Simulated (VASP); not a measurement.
# Ge5Pd (F-43m) in VASP: notebook

Runs on Ge5Pd. Level: PBE. Tasks: single point.

Everything below comes from runs of VASP 6.6.1. Logs are shortened: lines on timing, memory, paths and dates and some standing lists are left out, and cuts for length are marked.

## 1. The cell of the first run

The structure is cubic, space group F-43m (No. 216). Conventional cell: a = 8.105 Å, b = 8.105 Å, c = 8.105 Å, α = 90.00°, β = 90.00°, γ = 90.00°. Ge (site symmetry -43m) has 4 Ge at 1.97 Å within 2.6 Å. Ge (site symmetry 3m) has 4 Ge at 1.97 to 2.52 Å within 2.6 Å. Pd (site symmetry -43m) has 18 Ge at 3.33 to 4.05 Å within 4.4 Å.

The cell was built from a structure type or drawn by symmetry, and may not be a known phase.

## 2. Single point, PBE

File INCAR:

```
  ALGO = Normal
  EDIFF = 1E-7
  ENCUT = 520
  GGA = PE
  ISIF = 2
  ISMEAR = 0
  LASPH = True
  LCHARG = True
  LELF = True
  LREAL = False
  LVHAR = True
  LWAVE = False
  NBANDS = 49
  NELM = 80
  PREC = Accurate
  SIGMA = 0.1
```

File KPOINTS:

```
k-points
0
Gamma
  4 4 4
```

File POSCAR:

```
Ge5Pd
1.0
    0.0000000000      4.0526688700      4.0526688700
    4.0526688700      0.0000000000      4.0526688700
    4.0526688700      4.0526688700      0.0000000000
Ge Pd
5 1
Direct
    0.5000000000      0.5000000000      0.5000000000
    0.6401392900      0.6401392900      0.6401392900
    0.6401392900      0.6401392900      0.0795821300
    0.6401392900      0.0795821300      0.6401392900
    0.0795821300      0.6401392900      0.6401392900
    0.0000000000      0.0000000000      0.0000000000
```

Potentials or basis: VASP PAW PBE potentials, release 64 (Ge_d, Pd).

Started as:

```bash
> cat potpaw_PBE.64/Ge_d/POTCAR potpaw_PBE.64/Pd/POTCAR > POTCAR
> mpirun -np 1 vasp_std > vasp.out
```

OUTCAR:

```text
EDIFF = 1E-7
   ENCUT = 520
   GGA = PE
   ISIF = 2
   ISMEAR = 0
   LASPH = True
   LREAL = False
   NELM = 80
   PREC = Accurate

 ion  position               nearest neighbor table
   1  0.500  0.500  0.500-   2 1.97   3 1.97   4 1.97   5 1.97
   2  0.640  0.640  0.640-   1 1.97   3 2.52   4 2.52   5 2.52
   3  0.640  0.640  0.080-   1 1.97   2 2.52   4 2.52   5 2.52
   4  0.640  0.080  0.640-   1 1.97   2 2.52   3 2.52   5 2.52
   5  0.080  0.640  0.640-   1 1.97   2 2.52   3 2.52   4 2.52
   6  0.000  0.000  0.000-

  LATTYP: Found a face centered cubic cell.
 ALAT       =     8.1053377400

  Lattice vectors:

 A1 = (   0.0000000000,   4.0526688700,   4.0526688700)
 A2 = (   4.0526688700,   0.0000000000,   4.0526688700)
 A3 = (   4.0526688700,   4.0526688700,   0.0000000000)

Analysis of symmetry for initial positions (statically):
=====================================================================
 Subroutine PRICEL returns:
 Original cell was already a primitive cell.

 Routine SETGRP: Setting up the symmetry group for a
 face centered cubic supercell.

 Subroutine GETGRP returns: Found 24 space group operations
 (whereof 24 operations were pure point group operations)
 out of a pool of 48 trial point group operations.

The static configuration has the point symmetry T_d .

Analysis of symmetry for dynamics (positions and initial velocities):
=====================================================================
 Subroutine PRICEL returns:
 Original cell was already a primitive cell.

 Routine SETGRP: Setting up the symmetry group for a
 face centered cubic supercell.

 Subroutine GETGRP returns: Found 24 space group operations
 (whereof 24 operations were pure point group operations)
 out of a pool of 48 trial point group operations.

The dynamic configuration has the point symmetry T_d .

 Subroutine INISYM returns: Found 24 space group operations
 (whereof 24 operations are pure point group operations),
 and found     1 'primitive' translations

----------------------------------------------------------------------------------------

                                     Primitive cell

  volume of cell :     133.1231

  direct lattice vectors                    reciprocal lattice vectors
     0.000000000  4.052668870  4.052668870    -0.123375488  0.123375488  0.123375488
     4.052668870  0.000000000  4.052668870     0.123375488 -0.123375488  0.123375488
     4.052668870  4.052668870  0.000000000     0.123375488  0.123375488 -0.123375488

  length of vectors
     5.731339280  5.731339280  5.731339280     0.213692614  0.213692614  0.213692614

  position of ions in fractional coordinates (direct lattice)
     0.500000000  0.500000000  0.500000000
     0.640139290  0.640139290  0.640139290
     0.640139290  0.640139290  0.079582130
     0.640139290  0.079582130  0.640139290
     0.079582130  0.640139290  0.640139290
     0.000000000  0.000000000  0.000000000

  ion indices of the primitive-cell ions
   primitive index   ion index
                 1           1
                 2           2
                 3           3
                 4           4
                 5           5
                 6           6

----------------------------------------------------------------------------------------

 KPOINTS: k-points

Automatic generation of k-mesh.
 Grid dimensions read from file:
 generate k-points for:    4    4    4

 Generating k-lattice:

  Cartesian coordinates                     Fractional coordinates (reciprocal lattice)
    -0.030843872  0.030843872  0.030843872     0.250000000  0.000000000  0.000000000
     0.030843872 -0.030843872  0.030843872     0.000000000  0.250000000  0.000000000
     0.030843872  0.030843872 -0.030843872     0.000000000  0.000000000  0.250000000

  Length of vectors
     0.053423153  0.053423153  0.053423153

  Shift w.r.t. Gamma in fractional coordinates (k-lattice)
     0.000000000  0.000000000  0.000000000

 Subroutine IBZKPT returns following result:
 ===========================================

 Found      8 irreducible k-points:

 Following reciprocal coordinates:
            Coordinates               Weight
  0.000000  0.000000  0.000000      1.000000
  0.250000  0.000000  0.000000      8.000000
  0.500000  0.000000  0.000000      4.000000
  0.250000  0.250000  0.000000      6.000000
  0.500000  0.250000  0.000000     24.000000
 -0.250000  0.250000  0.000000     12.000000
  0.500000  0.500000  0.000000      3.000000
 -0.250000  0.500000  0.250000      6.000000
   k-points           NKPTS =      8   k-points in BZ     NKDIM =      8   number of bands    NBANDS=     49
   number of dos      NEDOS =    301   number of ions     NIONS =      6
   total plane-waves  NPLWV = 110592
   dimension x,y,z NGX =    48 NGY =   48 NGZ =   48
   dimension x,y,z NGXF=    96 NGYF=   96 NGZF=   96
   ions per type =               5   1
   NGX,Y,Z   is equivalent  to a cutoff of  13.92, 13.92, 13.92 a.u.
   NGXF,Y,Z  is equivalent  to a cutoff of  27.85, 27.85, 27.85 a.u.
 SYSTEM =  unknown system
   PREC   = accura    normal or accurate (medium, high low for compatibility)
   ISTART =      0    job   : 0-new  1-cont  2-samecut
   ICHARG =      2    charge: 1-file 2-atom 10-const
   ISPIN  =      1    spin polarized calculation?
   LNONCOLLINEAR =      F non collinear calculations
   LSORBIT =      F    spin-orbit coupling
   LASPH  =      T    aspherical Exc in radial PAW
   ENCUT  =  520.0 eV  38.22 Ry    6.18 a.u.  10.66 10.66 10.66*2*pi/ulx,y,z
   NELM   =     80;   NELMIN=  2; NELMDL= -5     # of ELM steps
   EDIFF  = 0.1E-06   stopping-criterion for ELM
   LREAL  =      F    real-space projection
   EDIFFG = 0.1E-05   stopping-criterion for IOM
   NSW    =      0    number of steps for IOM
   IBRION =     -1    ionic relax: 0-MD 1-quasi-New 2-CG
   NFREE  =      0    steps in history (QN), initial steepest desc. (CG)
   ISIF   =      2    stress and relaxation
   ISYM   =      2    0-nonsym 1-usesym 2-fastsym
   POTIM  = 0.5000    time-step for ionic-motion
   TEBEG  =    0.0;   TEEND  =   0.0 temperature during run
   PSTRESS=    0.0 pullay stress
   NELECT =      80.0000    total number of electrons
   NUPDOWN=      -1.0000    fix difference up-down
   EMIN   =  10.00;   EMAX   =-10.00  energy-range for DOS
   EFERMI =   0.00;   METHOD = LEGACY
   ISMEAR =     0;   SIGMA  =   0.10  broadening in eV -4-tet -1-fermi 0-gaus
   EFERMI_NEDOS =   21; number of points for ismear=-14 and -15
   IALGO  =     38    algorithm
   IMIX   =      4    mixing-type and parameters
     AMIX     =   0.40;   BMIX     =  1.00
     AMIX_MAG =   1.60;   BMIX_MAG =  1.00
  volume/ion in A,a.u.               =      22.19       149.73
  Fermi-wavevector in a.u.,A,eV,Ry     =   1.381509  2.610673 25.967631  1.908567
  Thomas-Fermi vector in A             =   2.506287
   LORBIT       =      0    0 simple, 1 ext, 2 COOP (PROOUT), +10 PAW based schemes
   GGA     = PE    functional components
   LHFCALC =     F    Hartree Fock is set to
   AEXX    =    0.0000 exact exchange contribution
   IVDW    =     0    specifies the selected vdW correction
   LEPSILON=     F    determine dielectric tensor
   LRPA    =     F    only Hartree local field effects (RPA)
 non-spin polarized calculation
 Gauss-broadening in eV      SIGMA  =   0.10
  energy-cutoff  :      520.00
  volume of cell :      133.12
 maximum number of plane-waves:      3647
 NGX is ok and might be reduce to    48
   NGX = 21   NGY = 21   NGZ = 21

 number of electron      79.9999990 magnetization

 Free energy of the ion-electron system (eV)
  ---------------------------------------------------
  ext. energy  EPLUGINS =         0.00000000
  ---------------------------------------------------
  free energy    TOTEN  =       -15.57065484 eV

  energy without entropy =      -15.52074574  energy(sigma->0) =      -15.54570029

 E-fermi :   4.9275     XC(G=0):  -9.9202

 val. band max:        4.9042266642   @ k =   0.5000   0.2500   0.0000
 cond. band min:       4.9414855529   @ k =   0.5000   0.5000   0.0000
 fundamental gap:      0.0372588887
 Fermi energy:         4.9275484119

 k-point     1 :       0.0000    0.0000    0.0000
  band No.  band energies     occupation
      1     -21.5177      2.00000
      2     -21.5177      2.00000
      3     -21.5177      2.00000
      4     -21.2434      2.00000
      5     -21.2434      2.00000
      6     -20.5424      2.00000
[... 41 lines left out ...]
     48      10.4962      0.00000
     49      10.4963      0.00000

 k-point     2 :       0.2500    0.0000    0.0000
  band No.  band energies     occupation
      1     -21.5388      2.00000
      2     -21.5194      2.00000
      3     -21.5194      2.00000
      4     -21.2401      2.00000
      5     -21.2401      2.00000
      6     -20.4824      2.00000
[... 41 lines left out ...]
     48      10.5720      0.00000
     49      10.7684      0.00000

 k-point     3 :       0.5000    0.0000    0.0000
  band No.  band energies     occupation
      1     -21.5584      2.00000
      2     -21.5211      2.00000
      3     -21.5211      2.00000
      4     -21.2368      2.00000
      5     -21.2368      2.00000
      6     -20.4289      2.00000
[... 41 lines left out ...]
     48      10.6518      0.00000
     49      10.8787      0.00000

 k-point     4 :       0.2500    0.2500    0.0000
  band No.  band energies     occupation
      1     -21.5419      2.00000
      2     -21.5219      2.00000
      3     -21.5219      2.00000
      4     -21.2436      2.00000
      5     -21.2343      2.00000
      6     -20.4547      2.00000
[... 41 lines left out ...]
     48       9.4002      0.00000
     49      10.7423      0.00000

 k-point     5 :       0.5000    0.2500    0.0000
  band No.  band energies     occupation
      1     -21.5592      2.00000
      2     -21.5260      2.00000
      3     -21.5236      2.00000
      4     -21.2402      2.00000
      5     -21.2309      2.00000
      6     -20.3842      2.00000
[... 41 lines left out ...]
     48      10.4694      0.00000
     49      10.8425      0.00000

 k-point     6 :      -0.2500    0.2500    0.0000
  band No.  band energies     occupation
      1     -21.5542      2.00000
      2     -21.5258      2.00000
      3     -21.5211      2.00000
      4     -21.2367      2.00000
      5     -21.2366      2.00000
      6     -20.4133      2.00000
[... 41 lines left out ...]
     48      10.2916      0.00000
     49      10.5088      0.00000

 k-point     7 :       0.5000    0.5000    0.0000
  band No.  band energies     occupation
      1     -21.5641      2.00000
      2     -21.5260      2.00000
      3     -21.5260      2.00000
      4     -21.2440      2.00000
      5     -21.2251      2.00000
      6     -20.3351      2.00000
[... 41 lines left out ...]
     48      10.5881      0.00000
     49      11.2172      0.00000

 k-point     8 :      -0.2500    0.5000    0.2500
  band No.  band energies     occupation
      1     -21.5629      2.00000
      2     -21.5275      2.00000
      3     -21.5263      2.00000
      4     -21.2387      2.00000
      5     -21.2299      2.00000
      6     -20.3442      2.00000
[... 41 lines left out ...]
     48       9.3113      0.00000
     49      10.7519      0.00000

------------------------ aborting loop because EDIFF is reached ----------------------------------------

  FORCE on cell =-STRESS in cart. coord.  units (eV):
  Direction    XX          YY          ZZ          XY          YZ          ZX
  --------------------------------------------------------------------------------------
  -------------------------------------------------------------------------------------
  Total       27.3926018     27.3926018     27.3926018      0.0000000      0.0000000      0.0000000
  in kB      329.6784121    329.6784121    329.6784121      0.0000000      0.0000000      0.0000000
  external PRESSURE =     329.6784121 kB  Pullay stress =       0.0000000 kB

 VOLUME and BASIS-vectors are now :
 -----------------------------------------------------------------------------
  energy-cutoff  :      520.00
  volume of cell :      133.12
      direct lattice vectors                 reciprocal lattice vectors
     0.000000000  4.052668870  4.052668870    -0.123375488  0.123375488  0.123375488
     4.052668870  0.000000000  4.052668870     0.123375488 -0.123375488  0.123375488
     4.052668870  4.052668870  0.000000000     0.123375488  0.123375488 -0.123375488

 POSITION                                       TOTAL-FORCE (eV/Angst)
 -----------------------------------------------------------------------------------
      4.05267      4.05267      4.05267         0.000000      0.000000      0.000000
      5.18855      5.18855      5.18855         5.213528      5.213528      5.213528
      2.91679      2.91679      5.18855        -5.213528     -5.213528      5.213528
      2.91679      5.18855      2.91679        -5.213528      5.213528     -5.213528
      5.18855      2.91679      2.91679         5.213528     -5.213528     -5.213528
      0.00000      0.00000      0.00000         0.000000      0.000000      0.000000
 -----------------------------------------------------------------------------------
    total drift:                               -0.000011     -0.000011     -0.000007

  FREE ENERGIE OF THE ION-ELECTRON SYSTEM (eV)
  ---------------------------------------------------
  free  energy   TOTEN  =       -15.5706548362 eV

  energy  without entropy=      -15.5207457443  energy(sigma->0) =      -15.54570029
```

Run time: 44 s. Hardware: 1 thread of Intel Xeon 6975P-C (Granite Rapids), shared host; peak memory 0.32 GiB.

What came out:

| Item | Value |
| --- | --- |
| Free energy | -15.5707 eV |
| Pressure | 33.0 GPa |
| Largest force | 9.030 eV/Å |
| Band gap on the k mesh | zero (bands 40 and 41 overlap by 0.28 eV) |

Forces on the atoms (eV/Å):
```
Ge   0.000  0.000  0.000
Ge   5.214  5.214  5.214
Ge  -5.214 -5.214  5.214
Ge  -5.214  5.214 -5.214
Ge   5.214 -5.214 -5.214
Pd   0.000  0.000  0.000
```

Caveat: the cell stands under pressure; forces of over 1 eV/Å act on the atoms, so gaps and moduli don't describe the material at rest.

[end of part 1 of 2]
